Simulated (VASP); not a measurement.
A run of VASP 6.6.1 is set up as follows.

The input INCAR:

```
SYSTEM = MoS2
PREC = Accurate
ENCUT = 520
EDIFF = 1E-6
ISMEAR = -1
SIGMA = 0.05
LREAL = .FALSE.
LASPH = .TRUE.
NELM = 80
ALGO = Normal
ISIF = 2
LWAVE = .FALSE.
LCHARG = .TRUE.
GGA = RE
LELF = .TRUE.
LVHAR = .TRUE.
NBANDS = 20
```

File KPOINTS:

```
regular mesh
0
G
  10 10 10
  0 0 0
```

File POSCAR:

```
MoS2
1.0
    1.6016671377      0.9247229531      8.7722466164
   -1.6016671377      0.9247229531      8.7722466164
    0.0000000000     -1.8494459062      8.7722466164
Mo S
1 2
Direct
    0.0001111230      0.0001111230      0.0001111230
    0.3928558012      0.3928558012      0.3928558012
    0.2740330758      0.2740330758      0.2740330758
```

Potentials or basis: VASP PAW PBE potentials, release 64 (Mo_sv, S).

The run is started by

```bash
$ cat potpaw_PBE.64/Mo_sv/POTCAR potpaw_PBE.64/S/POTCAR > POTCAR
$ mpirun -np 1 vasp_std > vasp.out
```

(1) Predict the largest force.

(2) Predict the band gap on the k mesh.

Results:

(1) 0.020 eV/Å.

(2) 1.66 eV, indirect (least direct gap 1.88 eV).

Caveat: the PAW data sets were made with another functional, which shifts forces and pressure a little.
